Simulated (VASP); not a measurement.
The system is Ge2Sb2Te5.

```
CELL_PARAMETERS angstrom
4.29406 0.00000 0.00000
-2.14703 3.71877 0.00000
0.00000 0.00000 17.10135
ATOMIC_POSITIONS crystal
Ge 0.33333 0.66667 0.89711
Ge 0.66667 0.33333 0.10290
Sb 0.00000 0.00000 0.67993
Sb 0.00000 0.00000 0.32007
Te 0.00000 0.00000 0.00000
Te 0.66667 0.33333 0.79846
Te 0.33333 0.66667 0.20154
Te 0.33333 0.66667 0.58011
Te 0.66667 0.33333 0.41989
```

```yaml
Program: VASP 6.6.1
Task: relaxation of cell and atoms
Functional: PBE
Potentials_or_basis: VASP PAW PBE potentials, release 64 (Ge_d, Sb, Te)
Cutoff: 600 eV
k_mesh: 9 × 9 × 2
Occupations: gaussian, width 0.01 eV
Spin: no spin polarisation
```

At the start: pressure 0.3 GPa; volume 30.34 Å³/atom.

**Question.** How do energy, volume and symmetry change on relaxing?

**Answer.** Over 35 steps the energy falls by 3.5 meV/atom and the volume is 31.20 Å³/atom (+2.8 %); space group P-3m1 (No. 164, to 0.1 Å) before and after.

The path:
| step | energy change (eV) | largest force (eV/Å) | pressure (GPa) | volume (Å³) |
| --- | --- | --- | --- | --- |
| 1 | 0.0000 | 0.0976 | 0.31 | 273.09 |
| 2 | -0.0029 | 0.0921 | -0.12 | 275.43 |
| 3 | -0.0029 | 0.0868 | -0.09 | 275.25 |
| 4 | -0.0048 | 0.0810 | -0.08 | 275.28 |
| 5 | -0.0090 | 0.0699 | -0.04 | 275.35 |
| 6 | -0.0114 | 0.1367 | 0.05 | 275.48 |
| 7 | -0.0130 | 0.1357 | 0.02 | 275.69 |
| 8 | -0.0171 | 0.1332 | -0.01 | 276.32 |
| 9 | -0.0224 | 0.1267 | -0.09 | 277.59 |
| 10 | -0.0234 | 0.1154 | -0.22 | 280.11 |
| 11 | -0.0244 | 0.1205 | -0.17 | 279.04 |
| 12 | -0.0261 | 0.0597 | 0.35 | 276.85 |
| 13 | -0.0269 | 0.0799 | 0.16 | 277.63 |
| 14 | -0.0298 | 0.0533 | 0.07 | 278.70 |
| 15 | -0.0303 | 0.0563 | 0.02 | 279.31 |
| 16 | -0.0311 | 0.0208 | -0.02 | 279.78 |
| 17 | -0.0313 | 0.0120 | -0.04 | 280.10 |
| 18 | -0.0312 | 0.0155 | 0.08 | 279.49 |
| 19 | -0.0313 | 0.0074 | 0.01 | 279.84 |
| 20 | -0.0313 | 0.0069 | 0.01 | 279.86 |
| 21 | -0.0314 | 0.0052 | 0.01 | 279.86 |
| 22 | -0.0314 | 0.0062 | 0.01 | 279.86 |
| 23 | -0.0314 | 0.0094 | 0.01 | 279.86 |
| 24 | -0.0314 | 0.0100 | 0.00 | 279.92 |
| 25 | -0.0314 | 0.0120 | -0.01 | 280.08 |
| 26 | -0.0315 | 0.0163 | -0.04 | 280.40 |
| 27 | -0.0315 | 0.0158 | -0.04 | 280.40 |
| 28 | -0.0315 | 0.0145 | -0.04 | 280.42 |
| 29 | -0.0315 | 0.0118 | -0.04 | 280.47 |
| 30 | -0.0316 | 0.0121 | -0.03 | 280.55 |
| 31 | -0.0316 | 0.0192 | -0.01 | 280.71 |
| 32 | -0.0317 | 0.0160 | 0.00 | 280.69 |
| 33 | -0.0318 | 0.0064 | 0.03 | 280.64 |
| 34 | -0.0318 | 0.0047 | 0.03 | 280.62 |
| 35 | -0.0318 | 0.0041 | -0.01 | 280.82 |

Final structure:
```
Ge Sb Te
1.0
     4.29290    0.00000    0.00000
    -2.14645    3.71776    0.00000
     0.00000    0.00000   17.59551
Ge Sb Te
2 2 5
Cartesian
  0.0000 2.4785 15.8626
  2.1464 1.2393 1.7329
  0.0000 0.0000 12.1410
  4.2929 0.0000 5.4545
  0.0000 0.0000 17.5955
  2.1464 1.2393 14.1708
  0.0000 2.4785 3.4247
  0.0000 2.4785 10.4269
  2.1464 1.2393 7.1687
```

Caveat: this functional lacks dispersion, which binds layers or chains, so the pressure and a relaxed spacing across them are unreliable.
